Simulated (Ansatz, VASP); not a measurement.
**GaP in VASP and in Ansatz**

File POSCAR:

```
GaP
1.0
    0.0000000000      2.6571187500      2.7933812500
    2.6571187500      0.0000000000      2.7933812500
    2.6571187500      2.6571187500      0.0000000000
Ga P
1 1
Direct
    0.0000000000      0.0000000000      0.0000000000
    0.7500000000      0.7500000000      0.7500000000
```

File INCAR.step1:

```
SYSTEM = GaP
ALGO = Normal ; EDIFF = 1E-4
ENCUT = 520 ; GGA = PE
ISMEAR = 0 ; LASPH = .True.
LCHARG = .False. ; LREAL = .False.
LWAVE = .True. ; NBANDS = 16
NELM = 100 ; PREC = Accurate
SIGMA = 0.05
```

File INCAR.step2:

```
SYSTEM = GaP
ALGO = Normal ; EDIFF = 1E-6
ENCUT = 520 ; ISIF = 2
ISMEAR = 0 ; ISTART = 1
LASPH = .True. ; LCHARG = .False.
LMIXTAU = .True. ; LREAL = .False.
LWAVE = .False. ; METAGGA = R2SCAN
NBANDS = 16 ; NELM = 100
PREC = Accurate ; SIGMA = 0.05
```

The input KPOINTS:

```
k-points
0
Gamma
  8 8 8
  0 0 0
```

Input for Ansatz:

```yaml
crystal:
  lattice:
    - [0.0, 2.65711875, 2.79338125]
    - [2.65711875, 0.0, 2.79338125]
    - [2.65711875, 2.65711875, 0.0]
  atoms:
    - { symbol: Ga, position: [0.0, 0.0, 0.0] }
    - { symbol: P, position: [0.75, 0.75, 0.75] }
basis:
  ecutwfc: 500
kpoints:
  mp_grid: { grid: [8, 8, 8] }
hamiltonian:
  xc: r2scan
scf:
  occupations: { method: gaussian, width: 0.05 }
output:
  forces: true
  stress: true
  eigenvalues: true
```

Change from the starting cell: strain -0.025 along x and y, +0.025 along z, atoms carried along.

Alike in both runs: task single point; functional r2SCAN; k mesh 8 × 8 × 8; occupations gaussian, width 0.05 eV; no spin polarisation.

```csv
,VASP,Ansatz
version,VASP 6.6.1,Ansatz 0.2.0
potentials or method,"VASP PAW PBE potentials, release 64 (Ga_d, P), cutoff 520 eV","scalar-relativistic, plane waves, PAW"
valence electrons in the cell,18,18
```

|  | VASP | Ansatz | Ansatz less VASP |
| --- | --- | --- | --- |
| gap on the k mesh at the Fermi level (eV) | 1.60 | 1.59 | -0.008 |
| least direct gap on the mesh (eV) | 2.44 | 2.46 | +0.022 |
| pressure (GPa) | 2.4 | 2.4 | +0.04 |
| traceless stress, the component that is largest in VASP (GPa) | -3.03 | -3.00 | +0.022 |

VASP's potentials were made for PBE, not for r2SCAN.
